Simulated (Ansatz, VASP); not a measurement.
**TaC in VASP and in Ansatz**

```xyz
2
Lattice="0.0000 2.2376 2.2376 2.2376 0.0000 2.2376 2.2376 2.2376 0.0000" Properties=species:S:1:pos:R:3 pbc="T T T"
Ta    0.0000    0.0000    0.0000
C     2.2376    2.2376    2.2376
```

Alike in both runs: functional PBE; k mesh 16 × 16 × 16; occupations gaussian, width 0.1 eV; no spin polarisation.

Ansatz relaxed the structure, and its values are those at the end. VASP's run is a single point on that final structure, the one shown.

|  | VASP | Ansatz |
| --- | --- | --- |
| version | VASP 6.6.1 | Ansatz 0.2.0 |
| potentials or method | VASP PAW PBE potentials, release 64 (Ta_pv, C), cutoff 600 eV | scalar-relativistic, plane waves, PAW |
| valence electrons in the cell | 15 | 17 |

|  | VASP | Ansatz | Ansatz less VASP |
| --- | --- | --- | --- |
| gap on the k mesh at the Fermi level (eV) | none | none | - |
| pressure (GPa) | 0.6 | 0.0 | -0.56 |

A gap of «none» marks a metal or a gap that the smearing closes. VASP's potentials hold 15 valence electrons a cell and Ansatz's 17, so a difference there can come from the potentials and not from the codes.

Spin-orbit coupling is off throughout.
